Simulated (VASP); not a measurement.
Wanted: the native input for a VASP 6.6.1 run.

```yaml
Task: relaxation of shape and atoms at fixed volume
Functional: PBEsol
Potentials_or_basis: VASP PAW PBE potentials, release 64 (Rh_pv)
Cutoff: 600 eV
k_mesh: 18 × 18 × 10
Occupations: gaussian, width 0.1 eV
Spin: no spin polarisation
Dipole_correction: no
Further_INCAR_settings: ALGO = Fast; EDIFF = 1e-06; IBRION = 2; EDIFFG = -0.01; NSW = 50; ISIF = 4
```

The structure of Rh lies in POSCAR:

```
Rh
1.0
    2.7773615109      0.0000000000      0.0000000000
   -1.3886807554      2.4052656239      0.0000000000
    0.0000000000      0.0000000000      4.4628658038
Rh
2
Direct
    0.6666666667      0.3333333333      0.7500000000
    0.3333333333      0.6666666667      0.2500000000
```

This cell differs from its parent crystal: volume scaled by 1.10.

The input as run:

INCAR

```
PREC = Accurate
ENCUT = 600
EDIFF = 1E-6
ISMEAR = 0
SIGMA = 0.1
LREAL = False
LASPH = True
NELM = 100
ALGO = Fast
ISIF = 4
LWAVE = False
LCHARG = False
GGA = PS
IBRION = 2
NSW = 50
EDIFFG = -0.01
```

KPOINTS

```
regular mesh
0
Gamma
  18 18 10
```

Potentials or basis: VASP PAW PBE potentials, release 64 (Rh_pv).

Launch:

```console
$ cat potpaw_PBE.64/Rh_pv/POTCAR > POTCAR
$ mpirun -np 1 vasp_std > vasp.out
```

It gave:

* Energy gained by relaxing: 0.0 meV/atom
* Ionic steps: 2
* Pressure after relaxing: -21.9 GPa
* Band gap on the k mesh: zero (band 15 reaches 10.98 eV, above the bottom of band 16 at 8.84 eV)

Caveat: the PAW data sets were made with another functional, which shifts forces and pressure a little.

Run time: 2.1 min on 1 thread of Intel(R) Xeon(R) Platinum 8259CL CPU @ 2.50GHz (Skylake/Cascade Lake) (shared host), peak memory 0.25 GiB.
